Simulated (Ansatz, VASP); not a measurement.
# Two plane-wave programs on Co

```xyz
2
Lattice="2.4720 0.0000 0.0000 -1.2360 2.1408 0.0000 0.0000 0.0000 4.0211" Properties=species:S:1:pos:R:3 pbc="T T T"
Co    0.0000    1.4272    1.0053
Co    1.2360    0.7136    3.0159
```

Alike in both runs: functional PBE; k mesh 3 × 3 × 2; occupations gaussian, width 0.1 eV; collinear spin.

Ansatz relaxed the structure, and its values are those at the end. VASP's run is a single point on that final structure, the one shown.

|  | VASP | Ansatz |
| --- | --- | --- |
| version | VASP 6.6.1 | Ansatz 0.2.0 |
| potentials or method | VASP PAW PBE potentials, release 64 (Co), cutoff 520 eV | scalar-relativistic, plane waves, PAW |
| valence electrons in the cell | 18 | 34 |

```tsv
	VASP	Ansatz	Ansatz less VASP
gap on the k mesh at the Fermi level (eV)	none	none	-
pressure (GPa)	6.0	6.6	+0.61
net moment per atom (μB)	1.50	1.53	+0.026
size of the moment on the site where the two differ most (μB)	1.53	1.61	+0.085
```

Site moments also hang on the region over which each program counts them. A gap of «none» marks a metal or a gap that the smearing closes. With one functional, cell and mesh, what is left measures potentials, basis and numerics. VASP's potentials hold 18 valence electrons a cell and Ansatz's 34, so a difference there can come from the potentials and not from the codes. Ansatz's warnings: stress scf threshold loose.

The k mesh is coarse, so the values compare programs but aren't converged.
